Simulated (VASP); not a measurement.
Runs of VASP 6.6.1 on SiC. The structure is cubic, space group F-43m (No. 216). The conventional cell has a = 4.357 Å, b = 4.357 Å, c = 4.357 Å, α = 90.00°, β = 90.00°, γ = 90.00°. Si (site symmetry -43m) has 4 C at 1.89 Å within 2.5 Å. C (site symmetry -43m) has 4 Si at 1.89 Å within 2.5 Å. 

```tsv
level	potentials or basis	cutoff (eV)	grid for exact exchange (PRECFOCK)	screening parameter	gap on the mesh (eV)	pressure (GPa)
PBE	VASP PAW PBE potentials, release 64 (Si, C)	600	-	-	(a)	3.3
r2SCAN	VASP PAW PBE potentials, release 64 (Si, C)	520	-	-	1.88	-0.3
PBEsol	VASP PAW PBE potentials, release 64 (Si, C)	520	-	-	(b)	0.4
LDA	VASP PAW LDA potentials, release 64 (Si, C)	600	-	-	1.45	-4.0
HSE06	VASP PAW PBE potentials, release 64 (Si, C)	520	Normal	0.2079 1/Å	2.39	-1.6
```

Alike in all rows: task single point; no spin polarisation; cell as given; k mesh 9 × 9 × 9; smearing fermi-dirac 0.05 eV.

**Question.** Estimate the missing entries.

**Answer.** (a) 1.50; (b) 1.38.

Caveats: the PAW data sets were made with another functional, which shifts forces and pressure a little (some runs).

A k mesh can miss the band edges.
